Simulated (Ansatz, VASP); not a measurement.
This is a calculation of SnO for Ansatz 0.2.0.

File input.yaml:

```yaml
crystal:
  lattice:
    - [3.81369522, 0.0, 0.0]
    - [0.0, 3.81369522, 0.0]
    - [0.0, 0.0, 4.8869133]
  atoms:
    - { symbol: Sn, position: [0.5, 0.0, 0.76462614] }
    - { symbol: Sn, position: [0.0, 0.5, 0.23537386] }
    - { symbol: O, position: [0.0, 0.0, 0.0] }
    - { symbol: O, position: [0.5, 0.5, 0.0] }
hamiltonian:
  xc: blyp
  pseudopotentials: { kind: paw }
  dispersion: d3bj
kpoints:
  mp_grid: { grid: [7, 7, 6] }
scf:
  occupations: { method: fermi_dirac, width: 0.05 }
output:
  forces: true
  stress: true
relax:
  f_tol: 0.01
  max_steps: 40
  cell: { stress_tol: 0.05 }
```

Potentials or basis: Ansatz PAW.

Command:

```console
$ ansatz run input.yaml --threads 2 --pin off --max-ram 5120MiB --backend cpu --events-out ev --progress --plain --runs-dir out
```

Problem. Translate it to VASP 6.6.1. Potentials there: VASP PAW PBE potentials, release 64 (Sn_d, O).

Solution. As run (the cutoff follows the program's own potentials):

INCAR

```
AGGAC    = 1.0          
AGGAX    = 1.0          
ALDAC    = 0.0          
ALDAX    = 1.0          
ALGO     = Normal         # electronic algorithm
EDIFF    = 1E-6           # SCF threshold, eV
EDIFFG   = -0.01          # ionic threshold
ENCUT    = 600            # plane-wave cutoff, eV
GGA      = B5             # functional
IBRION   = 2              # ionic algorithm
ISIF     = 3              # what is computed and relaxed
ISMEAR   = -1             # smearing method
IVDW     = 12             # dispersion correction
LASPH    = T              # aspherical terms in the spheres
LCHARG   = F              # write CHGCAR
LREAL    = F              # projectors in reciprocal space
LWAVE    = F              # write WAVECAR
NELM     = 60             # most SCF steps
NSW      = 60             # ionic steps
PREC     = Accurate       # precision mode
SIGMA    = 0.05           # smearing width, eV
VDW_A1   = 0.4298       
VDW_A2   = 4.2359       
VDW_S6   = 1.0          
VDW_S8   = 2.6996
```

File KPOINTS:

```
k-points
0
Gamma
  7 7 6
```

Contents of POSCAR:

```
SnO
1.0
    3.8136952200      0.0000000000      0.0000000000
    0.0000000000      3.8136952200      0.0000000000
    0.0000000000      0.0000000000      4.8869133000
Sn O
2 2
Direct
    0.5000000000      0.0000000000      0.7646261400
    0.0000000000      0.5000000000      0.2353738600
    0.0000000000      0.0000000000      0.0000000000
    0.5000000000      0.5000000000      0.0000000000
```

Potentials or basis: VASP PAW PBE potentials, release 64 (Sn_d, O).

Run with:

```console
$ cat potpaw_PBE.64/Sn_d/POTCAR potpaw_PBE.64/O/POTCAR > POTCAR
$ mpirun -np 1 vasp_std > vasp.out
```

Both were run:

|  | VASP | Ansatz | Ansatz less VASP |
| --- | --- | --- | --- |
| relaxed volume (Å³/atom) | 18.00 | 18.04 | +0.047 |
| relaxed length of the cell vector where the two differ most in proportion (Å) | 4.799 | 4.811 | +0.0122 |

VASP's potentials were made for PBE, not for BLYP.

Noted on Ansatz's run: odd divisions of the mesh miss points on the zone boundary, where band edges often lie, so the gap on the mesh can be too wide; the plane-wave basis is chosen anew once the cell has moved, so the energies of steps on either side of that aren't comparable.
